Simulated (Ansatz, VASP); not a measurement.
Two plane-wave programs on CsH2

```xyz
3
Lattice="4.0135 0.0000 0.0000 -2.0068 3.4758 0.0000 0.0000 0.0000 4.1607" Properties=species:S:1:pos:R:3 pbc="T T T"
Cs    0.0000    0.0000    0.0000
H     0.0000    2.3172    2.0803
H     2.0068    1.1586    2.0803
```

Alike in both runs: functional PBE; k mesh 12 × 12 × 12; occupations gaussian, width 0.1 eV; no spin polarisation.

Ansatz relaxed the structure, and its values are those at the end. VASP's run is a single point on that final structure, the one shown.

|  | VASP | Ansatz |
| --- | --- | --- |
| version | VASP 6.6.1 | Ansatz 0.2.0 |
| potentials or method | VASP PAW PBE potentials, release 64 (Cs_sv, H), cutoff 520 eV | scalar-relativistic, plane waves, PAW |
| valence electrons in the cell | 11 | 11 |

Ansatz gave:

- gap on the k mesh at the Fermi level (eV): none
- pressure (GPa): 0.0

Which values does VASP return?

gap on the k mesh at the Fermi level (eV): none; pressure (GPa): 0.1.

A gap of «none» marks a metal or a gap that the smearing closes.

Spin-orbit coupling is off throughout.
